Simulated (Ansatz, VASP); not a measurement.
**One calculation of NaCl, two programs**

POSCAR

```
NaCl
1.0
    0.0000000000      2.8459087500      2.8317500000
    2.8317500000      0.0000000000      2.8317500000
    2.8317500000      2.8459087500      0.0000000000
Na Cl
1 1
Direct
    0.0000000000      0.0000000000      0.0000000000
    0.5000000000      0.5000000000      0.5000000000
```

File INCAR.step1:

```
PREC = Accurate ; ENCUT = 520
ISMEAR = 0 ; SIGMA = 0.05
LREAL = F ; LASPH = T
NELM = 60 ; NBANDS = 14
GGA = PE ; ALGO = Normal
EDIFF = 1E-4 ; LWAVE = T
LCHARG = F
```

INCAR.step2

```
PREC = Accurate ; ENCUT = 520
EDIFF = 1E-6 ; ISMEAR = 0
SIGMA = 0.05 ; LREAL = F
LASPH = T ; NELM = 60
ALGO = Normal ; ISIF = 2
LWAVE = F ; LCHARG = F
METAGGA = R2SCAN ; LMIXTAU = T
NBANDS = 14 ; ISTART = 1
```

File KPOINTS:

```
Automatic mesh
0
Gamma
  8 8 8
```

Input for Ansatz:

```yaml
crystal:
  lattice:
    - [0.0, 2.84590875, 2.83175]
    - [2.83175, 0.0, 2.83175]
    - [2.83175, 2.84590875, 0.0]
  atoms:
    - { symbol: Na, position: [0.0, 0.0, 0.0] }
    - { symbol: Cl, position: [0.5, 0.5, 0.5] }
basis:
  ecutwfc: 500
kpoints:
  mp_grid: { grid: [8, 8, 8] }
hamiltonian:
  xc: r2scan
scf:
  occupations: { method: gaussian, width: 0.05 }
output:
  forces: true
  stress: true
  eigenvalues: true
```

Change from the starting cell: strain +0.0050 x Voigt [0, 1, 0, 0, 0, 0], atoms carried along.

Alike in both runs: task single point; functional r2SCAN; k mesh 8 × 8 × 8; occupations gaussian, width 0.05 eV; no spin polarisation.

|  | VASP | Ansatz |
| --- | --- | --- |
| version | VASP 6.6.1 | Ansatz 0.2.0 |
| potentials or method | VASP PAW PBE potentials, release 64 (Na_pv, Cl), cutoff 520 eV | scalar-relativistic, plane waves, PAW |
| valence electrons in the cell | 14 | 16 |

Ansatz gave:

- gap on the k mesh at the Fermi level (eV): 5.82
- least direct gap on the mesh (eV): 5.82
- pressure (GPa): -0.9
- traceless stress, the component that is largest in VASP (GPa): -0.13

Problem. Estimate VASP's values.

Solution. gap on the k mesh at the Fermi level (eV): 5.85; least direct gap on the mesh (eV): 5.85; pressure (GPa): -1.1; traceless stress, the component that is largest in VASP (GPa): -0.13.

VASP's potentials were made for PBE, not for r2SCAN. VASP's potentials hold 14 valence electrons a cell and Ansatz's 16, so a difference there can come from the potentials and not from the codes.
